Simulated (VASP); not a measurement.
# ScAl3N4 (P1) in VASP: single point with PBE

Aim: the single point of ScAl3N4 with PBE.

All numbers are computed with VASP 6.6.1; they aren't measurements. Logs are shortened: lines on timing, memory, paths and dates and some standing lists are left out, and cuts for length are marked.

### Step 1. The cell of the first run

The typed cell holds 32 atoms: a = 6.488 Å, b = 6.479 Å, c = 10.180 Å, α = 90.07°, β = 89.89°, γ = 120.19°.

### Step 2. Single point, PBE

Contents of INCAR:

```
PREC = Accurate
ENCUT = 520
EDIFF = 1E-7
ISMEAR = 0
SIGMA = 0.01
LREAL = Auto
LASPH = T
NELM = 80
ALGO = Normal
ISIF = 2
LWAVE = F
LCHARG = F
GGA = PE
NBANDS = 102
```

Contents of KPOINTS:

```
Automatic mesh
0
Gamma
  4 4 3
```

Contents of POSCAR:

```
ScAl3N4
1.0
    6.4876059331     -0.0085963006      0.0063539949
   -3.2512475813      5.6045507236     -0.0041562993
    0.0099256504     -0.0017664366     10.1800847786
Al Sc N
12 4 16
Direct
    0.1690554161      0.3350791628      0.5024824753
    0.3357063723      0.1676327237      0.7511306049
    0.1725521397      0.8340821376     -0.0065186394
    0.3359847726      0.6670343818      0.2492409142
    0.3372351568      0.6707215612      0.7510148855
    0.6669718924      0.3274400457     -0.0064102233
    0.8315520806      0.1666035614      0.2520948647
    0.6665246846      0.3351988796      0.5061107027
    0.8283134901      0.1639829824      0.7463137130
    0.6624541907      0.8394090961     -0.0025264708
    0.6653873673      0.8296430232      0.5012625537
    0.8300060609      0.6670978914      0.7544503238
    0.1615711057      0.3347484767     -0.0069567680
    0.3388416583      0.1684652256      0.2471209327
    0.1660789016      0.8289345839      0.5039480447
    0.8314933075      0.6646126292      0.2400047520
    0.1561665391      0.3406568167      0.1976270173
    0.3423898732      0.1824843625      0.4531060066
    0.1662546181      0.3349929565      0.6961141454
    0.3424187859      0.1607250513      0.9400230997
    0.1791836546      0.8236696310      0.1832288203
    0.3443346495      0.6575801221      0.4390146729
    0.1639519370      0.8320066480      0.7073254441
    0.3447394903      0.6854146773      0.9359459679
    0.6788095868      0.3209226209      0.1794977048
    0.8317258993      0.1664666095      0.4454888514
    0.6678506168      0.3357637879      0.6950130627
    0.8128427453      0.1557685920      0.9315816241
    0.6573882752      0.8460441541      0.1860847902
    0.8156118073      0.6565003564      0.4464381247
    0.6661345508      0.8321765182      0.6908076063
    0.8304683737      0.6681407332      0.9459403960
```

Potentials or basis: VASP PAW PBE potentials, release 64 (Al, Sc_sv, N).

Run with:

```sh
$ cat potpaw_PBE.64/Al/POTCAR potpaw_PBE.64/Sc_sv/POTCAR potpaw_PBE.64/N/POTCAR > POTCAR
$ mpirun -np 1 vasp_std > vasp.out
```

OUTCAR:

```text
PREC = Accurate
   ENCUT = 520
   EDIFF = 1E-7
   ISMEAR = 0
   LREAL = Auto
   LASPH = T
   NELM = 80
   ISIF = 2
   GGA = PE

 ion  position               nearest neighbor table
   1  0.169  0.335  0.502-  18 1.90  22 1.92  19 1.97  26 1.98   9 3.13   5 3.15   2 3.15   7 3.18
                             4 3.18  11 3.20  15 3.21  14 3.21   8 3.23   8 3.26  11 3.26  15 3.27
   2  0.336  0.168  0.751-  20 1.92  23 1.93  27 1.95  19 1.98   6 3.09   3 3.10   8 3.11  13 3.12
                            15 3.15   1 3.15   9 3.21  12 3.21   5 3.22  12 3.25   5 3.25   9 3.28
   3  0.173  0.834  0.993-  24 1.90  20 1.91  21 1.93  32 1.98   5 3.08   2 3.10  12 3.10  16 3.15
                            10 3.16  14 3.19   6 3.19  13 3.20   4 3.20   6 3.27  13 3.28  10 3.33
   4  0.336  0.667  0.249-  21 1.89  17 1.90  29 1.92  22 1.93  10 3.15  11 3.16   1 3.18  15 3.19
                             3 3.20  13 3.20   7 3.22  16 3.22  14 3.24  14 3.24   7 3.25  16 3.27
   5  0.337  0.671  0.751-  24 1.88  23 1.93  31 1.94  19 1.96   3 3.08  13 3.10  10 3.10  15 3.13
                            11 3.14   1 3.15   9 3.18  12 3.21   2 3.22   2 3.25  12 3.28   9 3.28
   6  0.667  0.327  0.994-  28 1.89  25 1.90  20 1.90  32 1.97  12 3.09   2 3.09   9 3.11  16 3.14
                            10 3.15  14 3.17  13 3.19   3 3.19   7 3.21   3 3.27  13 3.30  10 3.33
   7  0.832  0.167  0.252-  25 1.88  17 1.90  29 1.92  26 1.97  11 3.16  10 3.17   1 3.18   8 3.19
                            14 3.20   6 3.21   4 3.22  13 3.22  16 3.23   4 3.25  16 3.25  14 3.29
   8  0.667  0.335  0.506-  18 1.90  30 1.90  27 1.92  26 1.97   9 3.08   2 3.11  12 3.14   7 3.19
                            11 3.21  15 3.21  14 3.22   1 3.23  15 3.25   1 3.26  11 3.27  16 3.28
   9  0.828  0.164  0.746-  28 1.89  27 1.94  31 1.94  19 1.96   8 3.08   6 3.11  11 3.12   1 3.13
                            13 3.13  10 3.14   5 3.18   2 3.21  12 3.23  12 3.26   2 3.28   5 3.28
  10  0.662  0.839  0.997-  24 1.89  28 1.90  29 1.92  32 1.98   5 3.10  12 3.12   9 3.14  16 3.14
                             6 3.15   4 3.15   3 3.16   7 3.17  13 3.21  13 3.25   3 3.33   6 3.33
  11  0.665  0.830  0.501-  30 1.90  22 1.91  31 1.93  26 1.97   9 3.12   5 3.14   7 3.16   4 3.16
                            12 3.17   1 3.20   8 3.21  15 3.24  16 3.24  15 3.25   1 3.26   8 3.27
[... 9 lines left out ...]
                             4 3.22   7 3.23  11 3.24   7 3.25   4 3.27  14 3.27   8 3.28  15 3.28
  17  0.156  0.341  0.198-   7 1.90   4 1.90  14 2.06  13 2.08
  18  0.342  0.182  0.453-   8 1.90   1 1.90  15 2.05  14 2.10
  19  0.166  0.335  0.696-   5 1.96   9 1.96   1 1.97   2 1.98
  20  0.342  0.161  0.940-   6 1.90   3 1.91   2 1.92  13 2.07
  21  0.179  0.824  0.183-   4 1.89   3 1.93  16 2.04  14 2.04
  22  0.344  0.658  0.439-  11 1.91   1 1.92   4 1.93  15 2.07
[... 8 lines left out ...]
  31  0.666  0.832  0.691-  11 1.93   9 1.94   5 1.94  12 1.96
  32  0.830  0.668  0.946-  12 1.95   6 1.97  10 1.98   3 1.98

  LATTYP: Found a triclinic cell.
 ALAT       =     6.4876147399
 B/A-ratio  =     0.9964247683
 C/A-ratio  =     1.5691575685
 COS(alpha) =     0.0006778892
 COS(beta)  =     0.0019546381
 COS(gamma) =     0.4994943525

  Lattice vectors:

 A1 = (   6.4876059331,  -0.0085963006,   0.0063539949)
 A2 = (   3.2363583518,   5.5959544230,   0.0021976956)
 A3 = (   0.0099256504,  -0.0017664366,  10.1800847786)

Analysis of symmetry for initial positions (statically):
=====================================================================
 Subroutine PRICEL returns:
 Original cell was already a primitive cell.

 Routine SETGRP: Setting up the symmetry group for a
 triclinic supercell.

 Subroutine GETGRP returns: Found  1 space group operations
 (whereof  1 operations were pure point group operations)
 out of a pool of  2 trial point group operations.

The static configuration has the point symmetry C_1 .

Analysis of symmetry for dynamics (positions and initial velocities):
=====================================================================
 Subroutine PRICEL returns:
 Original cell was already a primitive cell.

 Routine SETGRP: Setting up the symmetry group for a
 triclinic supercell.

 Subroutine GETGRP returns: Found  1 space group operations
 (whereof  1 operations were pure point group operations)
 out of a pool of  2 trial point group operations.

The dynamic configuration has the point symmetry C_1 .

 Subroutine INISYM returns: Found  1 space group operations
 (whereof  1 operations are pure point group operations),
 and found     1 'primitive' translations

----------------------------------------------------------------------------------------

                                     Primitive cell

  volume of cell :     369.8642

  direct lattice vectors                    reciprocal lattice vectors
     6.487605933 -0.008596301  0.006353995     0.154258770  0.089486726 -0.000134876
    -3.251247581  5.604550724 -0.004156299     0.000236573  0.178563695  0.000030754
     0.009925650 -0.001766437 10.180084779    -0.000096185  0.000017050  0.098231106

  length of vectors
     6.487614740  6.479322258 10.180089771     0.178335808  0.178563854  0.098231154

  position of ions in fractional coordinates (direct lattice)
     0.169055416  0.335079163  0.502482475
     0.335706372  0.167632724  0.751130605
     0.172552140  0.834082138  0.993481361
     0.335984773  0.667034382  0.249240914
     0.337235157  0.670721561  0.751014885
     0.666971892  0.327440046  0.993589777
[... 24 lines left out ...]
     0.666134551  0.832176518  0.690807606
     0.830468374  0.668140733  0.945940396

  ion indices of the primitive-cell ions
   primitive index   ion index
                 1           1
                 2           2
                 3           3
                 4           4
                 5           5
                 6           6
[... 24 lines left out ...]
                31          31
                32          32

----------------------------------------------------------------------------------------

 KPOINTS: Automatic mesh

Automatic generation of k-mesh.
 Grid dimensions read from file:
 generate k-points for:    4    4    3

 Generating k-lattice:

  Cartesian coordinates                     Fractional coordinates (reciprocal lattice)
     0.038564693  0.022371681 -0.000033719     0.250000000  0.000000000  0.000000000
     0.000059143  0.044640924  0.000007688     0.000000000  0.250000000  0.000000000
    -0.000032062  0.000005683  0.032743702     0.000000000  0.000000000  0.333333333

  Length of vectors
     0.044583952  0.044640964  0.032743718

  Shift w.r.t. Gamma in fractional coordinates (k-lattice)
     0.000000000  0.000000000  0.000000000

 Subroutine IBZKPT returns following result:
 ===========================================

 Found     26 irreducible k-points:

 Following reciprocal coordinates:
            Coordinates               Weight
  0.000000  0.000000  0.000000      1.000000
  0.250000  0.000000  0.000000      2.000000
  0.500000  0.000000  0.000000      1.000000
 -0.000000  0.250000 -0.000000      2.000000
  0.250000  0.250000  0.000000      2.000000
  0.500000  0.250000  0.000000      2.000000
[... 16 lines left out ...]
  0.000000 -0.250000  0.333333      2.000000
  0.250000 -0.250000  0.333333      2.000000
 [... further k-points ...]
   k-points           NKPTS =     26   k-points in BZ     NKDIM =     26   number of bands    NBANDS=    102
   number of dos      NEDOS =    301   number of ions     NIONS =     32
   total plane-waves  NPLWV = 184320
   dimension x,y,z NGX =    48 NGY =   48 NGZ =   80
   dimension x,y,z NGXF=    96 NGYF=   96 NGZF=  160
   ions per type =              12   4  16
   NGX,Y,Z   is equivalent  to a cutoff of  12.30, 12.32, 13.06 a.u.
   NGXF,Y,Z  is equivalent  to a cutoff of  24.60, 24.63, 26.13 a.u.
 SYSTEM =  unknown system
   PREC   = accura    normal or accurate (medium, high low for compatibility)
   ISTART =      0    job   : 0-new  1-cont  2-samecut
   ICHARG =      2    charge: 1-file 2-atom 10-const
   ISPIN  =      1    spin polarized calculation?
   LNONCOLLINEAR =      F non collinear calculations
   LSORBIT =      F    spin-orbit coupling
   LASPH  =      T    aspherical Exc in radial PAW
   ENCUT  =  520.0 eV  38.22 Ry    6.18 a.u.  12.06 12.05 18.93*2*pi/ulx,y,z
   NELM   =     80;   NELMIN=  2; NELMDL= -5     # of ELM steps
   EDIFF  = 0.1E-06   stopping-criterion for ELM
   LREAL  =      T    real-space projection
   EDIFFG = 0.1E-05   stopping-criterion for IOM
   NSW    =      0    number of steps for IOM
   IBRION =     -1    ionic relax: 0-MD 1-quasi-New 2-CG
   NFREE  =      0    steps in history (QN), initial steepest desc. (CG)
   ISIF   =      2    stress and relaxation
   ISYM   =      2    0-nonsym 1-usesym 2-fastsym
   POTIM  = 0.5000    time-step for ionic-motion
   TEBEG  =    0.0;   TEEND  =   0.0 temperature during run
   PSTRESS=    0.0 pullay stress
   NELECT =     160.0000    total number of electrons
   NUPDOWN=      -1.0000    fix difference up-down
   EMIN   =  10.00;   EMAX   =-10.00  energy-range for DOS
   EFERMI =   0.00;   METHOD = LEGACY
   ISMEAR =     0;   SIGMA  =   0.01  broadening in eV -4-tet -1-fermi 0-gaus
   EFERMI_NEDOS =   21; number of points for ismear=-14 and -15
   IALGO  =     38    algorithm
   IMIX   =      4    mixing-type and parameters
     AMIX     =   0.40;   BMIX     =  1.00
     AMIX_MAG =   1.60;   BMIX_MAG =  1.00
  volume/ion in A,a.u.               =      11.56        78.00
  Fermi-wavevector in a.u.,A,eV,Ry     =   1.238133  2.339733 20.857378  1.532974
  Thomas-Fermi vector in A             =   2.372671
   LORBIT       =      0    0 simple, 1 ext, 2 COOP (PROOUT), +10 PAW based schemes
   GGA     = PE    functional components
   LHFCALC =     F    Hartree Fock is set to
   AEXX    =    0.0000 exact exchange contribution
   IVDW    =     0    specifies the selected vdW correction
   LEPSILON=     F    determine dielectric tensor
   LRPA    =     F    only Hartree local field effects (RPA)
 non-spin polarized calculation
 Gauss-broadening in eV      SIGMA  =   0.01
  energy-cutoff  :      520.00
  volume of cell :      369.86
 maximum number of plane-waves:      9986
   NGX = 25   NGY = 25   NGZ = 37

 number of electron     160.0000005 magnetization

 Free energy of the ion-electron system (eV)
  ---------------------------------------------------
  ext. energy  EPLUGINS =         0.00000000
  ---------------------------------------------------
  free energy    TOTEN  =      -248.03363830 eV

  energy without entropy =     -248.03363830  energy(sigma->0) =     -248.03363830

 E-fermi :   5.0153     XC(G=0): -10.7323

 val. band max:        4.9704614763   @ k =   0.0000  -0.0000   0.3333
 cond. band min:       8.5072329557   @ k =   0.0000   0.0000   0.0000
 fundamental gap:      3.5367714794
 Fermi energy:         5.0152673969

 k-point     1 :       0.0000    0.0000    0.0000
  band No.  band energies     occupation
      1     -41.8523      2.00000
      2     -41.8365      2.00000
      3     -41.7933      2.00000
      4     -41.7639      2.00000
      5     -20.8111      2.00000
      6     -20.7353      2.00000
[... 2269 lines left out ...]
     91      10.0391      0.00000
     92      10.2472      0.00000

 [... further k-points ...]

 [bands above 92 left out]

------------------------ aborting loop because EDIFF is reached ----------------------------------------

  FORCE on cell =-STRESS in cart. coord.  units (eV):
  Direction    XX          YY          ZZ          XY          YZ          ZX
  --------------------------------------------------------------------------------------
  -------------------------------------------------------------------------------------
  Total        0.2018299      0.1719138      0.2141606     -0.0138681      0.0266285     -0.0314130
  in kB        0.8742866      0.7446961      0.9277006     -0.0600740      0.1153492     -0.1360747
  external PRESSURE =       0.8488944 kB  Pullay stress =       0.0000000 kB

 VOLUME and BASIS-vectors are now :
 -----------------------------------------------------------------------------
  energy-cutoff  :      520.00
  volume of cell :      369.86
      direct lattice vectors                 reciprocal lattice vectors
     6.487605933 -0.008596301  0.006353995     0.154258770  0.089486726 -0.000134876
    -3.251247581  5.604550724 -0.004156299     0.000236573  0.178563695  0.000030754
     0.009925650 -0.001766437 10.180084779    -0.000096185  0.000017050  0.098231106

 POSITION                                       TOTAL-FORCE (eV/Angst)
 -----------------------------------------------------------------------------------
      0.01233      1.87563      5.11500         0.000080      0.000032      0.002638
      1.64037      0.93529      7.64801         0.002061      0.000812      0.002224
     -1.58250      4.67142     10.11135         0.000556     -0.001333     -0.001317
      0.01352      3.73510      2.53666         0.000667      0.001300      0.001644
      0.01462      3.75487      7.64475         0.000372     -0.000827      0.000311
      3.27232      1.82767     10.11771        -0.000372     -0.000805     -0.000653
[... 24 lines left out ...]
      1.62286      4.65703      7.03325        -0.000577      0.000614     -0.003357
      3.22485      3.73582      9.63225        -0.000434     -0.001024     -0.005135
 -----------------------------------------------------------------------------------
    total drift:                                0.001207      0.004715      0.003841

  FREE ENERGIE OF THE ION-ELECTRON SYSTEM (eV)
  ---------------------------------------------------
  free  energy   TOTEN  =      -248.0336383039 eV

  energy  without entropy=     -248.0336383039  energy(sigma->0) =     -248.03363830
```

Wall time 63 min (1 thread of Oxide Virtual Turin-like, shared host); peak memory 0.8 GiB.

Results:

```yaml
Free_energy: -248.0336 eV
Pressure: 0.1 GPa
Largest_force: 0.086 eV/Å
Band_gap_on_the_k_mesh: 3.54 eV (least direct gap 3.55 eV)
```

Forces in eV/Å, atoms in the order of the input:
```
Al   0.000  0.000  0.003
Al   0.002  0.001  0.002
Al   0.001 -0.001 -0.001
Al   0.001  0.001  0.002
Al   0.000 -0.001  0.000
Al   0.000 -0.001 -0.001
Al   0.006  0.000  0.000
Al  -0.001  0.002  0.004
Al  -0.001  0.000  0.000
Al  -0.002  0.002 -0.001
Al  -0.001 -0.001  0.000
Al  -0.001 -0.001  0.004
Sc   0.003 -0.004  0.001
Sc  -0.009  0.001  0.009
Sc   0.003 -0.003 -0.002
Sc  -0.010  0.011  0.009
N   -0.059  0.033  0.042
N    0.000  0.066  0.040
N   -0.002  0.000 -0.008
N    0.054 -0.029 -0.019
N    0.062 -0.036 -0.043
N    0.052 -0.028 -0.022
N   -0.001  0.000  0.056
N    0.002  0.063 -0.018
N    0.065 -0.037 -0.044
N   -0.001 -0.001 -0.002
N    0.001 -0.001 -0.004
N   -0.053 -0.031 -0.019
N   -0.053  0.030 -0.017
N   -0.057 -0.033  0.036
N   -0.001  0.001 -0.003
N    0.000 -0.001 -0.005
```

Caveat: an odd mesh through Γ misses points on the zone boundary, where band edges can lie.
